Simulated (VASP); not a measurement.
Runs of VASP 6.6.1 on MoIr4. The structure is that of space group Pm-3m (No. 221), or close to it. The cells are those of the table. The cell was generated, and may not be a known phase.

```tsv
task	spin	cell	k mesh	cutoff (eV)	gap on the mesh (eV)	pressure (GPa)	moment (μB)
single point	off	a = 4.409 Å, 5 atoms	4 × 4 × 4	520	none	43.7	-
single point	collinear	a = 4.711 Å, 5 atoms	8 × 8 × 8	520	none	-0.2	(a)
relaxation of cell and atoms	off	relaxed from a = 4.409 Å, 5 atoms	4 × 4 × 4	600	none	0.0	-
single point	off	a = 4.670 Å, 5 atoms	4 × 4 × 4	520	none	0.1	-
single point	collinear	a = 4.670 Å, 5 atoms	4 × 4 × 4	520	none	0.1	0.00
```

Alike in all rows: level PBE; potentials or basis VASP PAW PBE potentials, release 64 (Mo_sv, Ir); smearing gaussian 0.1 eV.

**Question.** Estimate the missing entries.

**Answer.** (a) 3.30.

Caveats: spin-orbit coupling is left out, which moves the levels of the heavy elements; the cell stands under pressure (at least some runs).

A k mesh can miss the band edges, and the runs leave out spin-orbit coupling on Ir, Mo.

A gap of «none» marks levels without a gap at the run's occupations.
